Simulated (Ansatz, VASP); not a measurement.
Two plane-wave programs on SiC

Contents of POSCAR:

```
SiC
1.0
    3.0138295380      0.0000000000      0.0000000000
   -1.5069147690      2.6100529426      0.0000000000
    0.0000000000      0.0000000000      5.0662946599
Si C
2 2
Direct
    0.3333333333      0.6666666667      0.0058843614
    0.6666666667      0.3333333333      0.5058843614
    0.3333333333      0.6666666667      0.3791156386
    0.6666666667      0.3333333333      0.8791156386
```

File INCAR.step1:

```
SYSTEM = SiC
PREC = Accurate
ENCUT = 520
ISMEAR = 0
SIGMA = 0.01
LREAL = .False.
LASPH = .True.
NELM = 80
NBANDS = 16
GGA = PE
ALGO = Normal
EDIFF = 1E-4
LWAVE = .True.
LCHARG = .False.
```

Contents of INCAR.step2:

```
SYSTEM = SiC
PREC = Accurate
ENCUT = 520
EDIFF = 1E-6
ISMEAR = 0
SIGMA = 0.01
LREAL = .False.
LASPH = .True.
NELM = 80
ALGO = Normal
ISIF = 2
LWAVE = .False.
LCHARG = .False.
METAGGA = R2SCAN
LMIXTAU = .True.
NBANDS = 16
ISTART = 1
```

Contents of KPOINTS:

```
regular mesh
0
Gamma
  8 8 6
  0 0 0
```

Input for Ansatz:

```yaml
crystal:
  lattice:
    - [3.01382953799, 0.0, 0.0]
    - [-1.50691476899, 2.61005294257, 0.0]
    - [0.0, 0.0, 5.0662946599]
  atoms:
    - { symbol: Si, position: [0.333333333333, 0.666666666667, 0.005884361426] }
    - { symbol: Si, position: [0.666666666667, 0.333333333333, 0.505884361426] }
    - { symbol: C, position: [0.333333333333, 0.666666666667, 0.379115638574] }
    - { symbol: C, position: [0.666666666667, 0.333333333333, 0.879115638574] }
kpoints:
  mp_grid: { grid: [8, 8, 6] }
scf:
  occupations: { method: fixed }
  convergence: { dr2_threshold: 1.0e-10 }
hamiltonian:
  xc: r2scan
  pseudopotentials: { kind: paw }
output:
  forces: true
  stress: true
  eigenstates:
    kpoints:
      - [0.0, 0.0, 0.0]
      - [-0.666666667, 0.333333333, 0.0]
      - [0.5, -0.5, 0.0]
      - [0.0, 0.5, 0.0]
      - [0.5, 0.0, 0.0]
      - [0.500000001, -0.500000001, -0.364304235]
      - [0.0, 0.500000001, -0.364304235]
      - [0.500000001, 0.0, -0.364304235]
      - [0.0, 0.0, -0.5]
      - [-0.5, 0.0, -0.5]
      - [-0.5, 0.5, -0.5]
      - [0.0, -0.5, -0.5]
  eigenvalues: true
```

Change from the starting cell: film at in-plane strain -0.02.

Alike in both runs: task single point; functional r2SCAN; k mesh 8 × 8 × 6; no spin polarisation.

```csv
,VASP,Ansatz
version,VASP 6.6.1,Ansatz 0.2.0
potentials or method,"VASP PAW PBE potentials, release 64 (Si, C)","PAW with Ansatz's default frozen-core files, scalar-relativistic"
plane-wave cutoff (eV),520,500
occupations,"gaussian, width 0.01 eV",fixed
valence electrons in the cell,16,16
```

|  | VASP | Ansatz | Ansatz less VASP |
| --- | --- | --- | --- |
| gap on the k mesh at the Fermi level (eV) | 2.68 | 2.67 | -0.006 |
| pressure (GPa) | 8.9 | 9.2 | +0.22 |
| traceless stress, the component that is largest in VASP (GPa) | -9.20 | -9.16 | +0.044 |

VASP's potentials were made for PBE, not for r2SCAN.
